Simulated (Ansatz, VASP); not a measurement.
## CaS: VASP beside Ansatz

Contents of POSCAR:

```
CaS
1.0
    0.0000000000      2.8479357442      2.8479357442
    2.8479357442      0.0000000000      2.8479357442
    2.8479357442      2.8479357442      0.0000000000
Ca S
1 1
Direct
    0.0000000000      0.0000000000      0.0000000000
    0.5000000000      0.5000000000      0.5000000000
```

The input INCAR.step1:

```
SYSTEM = CaS
ALGO = Normal
EDIFF = 1E-5
ENCUT = 550
GGA = PE
GGA_COMPAT = .False.
ISMEAR = 0
LASPH = .True.
LCHARG = .False.
LREAL = .False.
LWAVE = .True.
NBANDS = 15
NELM = 120
PREC = Accurate
SIGMA = 0.01
```

The input INCAR.step2:

```
SYSTEM = CaS
ALGO = Normal
EDIFF = 1E-6
ENCUT = 550
GGA_COMPAT = .False.
ISIF = 2
ISMEAR = 0
ISTART = 1
LASPH = .True.
LCHARG = .False.
LMIXTAU = .True.
LREAL = .False.
LWAVE = .False.
METAGGA = R2SCAN
NBANDS = 15
NELM = 120
PREC = Accurate
SIGMA = 0.01
```

KPOINTS

```
k-points
0
Gamma
  6 6 6
  0 0 0
```

Input for Ansatz:

```yaml
crystal:
  lattice:
    - [0.0, 2.8479357442, 2.8479357442]
    - [2.8479357442, 0.0, 2.8479357442]
    - [2.8479357442, 2.8479357442, 0.0]
  atoms:
    - { symbol: Ca, position: [0.0, 0.0, 0.0] }
    - { symbol: S, position: [0.5, 0.5, 0.5] }
kpoints:
  mp_grid: { grid: [6, 6, 6] }
hamiltonian:
  xc: r2scan
scf:
  occupations: { method: fixed }
  n_extra_bands: 4
output:
  forces: true
  stress: true
  eigenvalues: true
```

Alike in both runs: task single point; functional r2SCAN; k mesh 6 × 6 × 6; no spin polarisation.

|  | VASP | Ansatz |
| --- | --- | --- |
| version | VASP 6.6.1 | Ansatz 0.2.0 |
| potentials or method | VASP PAW PBE potentials, release 64 (Ca_sv, S) | plane waves, PAW |
| plane-wave cutoff (eV) | 550 | 500 |
| occupations | gaussian, width 0.01 eV | fixed |
| valence electrons in the cell | 16 | 16 |

|  | VASP | Ansatz | Ansatz less VASP |
| --- | --- | --- | --- |
| gap on the k mesh at the Fermi level (eV) | 2.80 | 2.80 | -0.003 |
| pressure (GPa) | 0.3 | 0.0 | -0.30 |

VASP's potentials were made for PBE, not for r2SCAN.
